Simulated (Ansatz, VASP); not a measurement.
## TiPd in VASP and in Ansatz

```
Ti Pd
1.0
     3.14820    0.00000    0.00000
     0.00000    3.14820    0.00000
     0.00000    0.00000    3.18000
Ti Pd
1 1
Cartesian
  1.5741 1.5741 1.5900
  0.0000 0.0000 0.0000
```

Change from the starting cell: equal xx and yy strain of -1 %.

Alike in both runs: task single point; functional PBEsol; k mesh 13 × 13 × 13; occupations fermi-dirac, width 0.08 eV; no spin polarisation.

|  | VASP | Ansatz |
| --- | --- | --- |
| version | VASP 6.6.1 | Ansatz 0.2.0 |
| potentials or method | VASP PAW PBE potentials, release 64 (Ti_sv, Pd), cutoff 520 eV | all-electron LAPW, scalar-relativistic |

```tsv
	VASP	Ansatz	Ansatz less VASP
pressure (GPa)	-4.0	-3.9	+0.06
traceless stress, the component that is largest in VASP (GPa)	0.22	0.22	-0.003
```

VASP's potentials were made for PBE, not for PBEsol. Ansatz ran all-electron here, and VASP with PAW potentials.
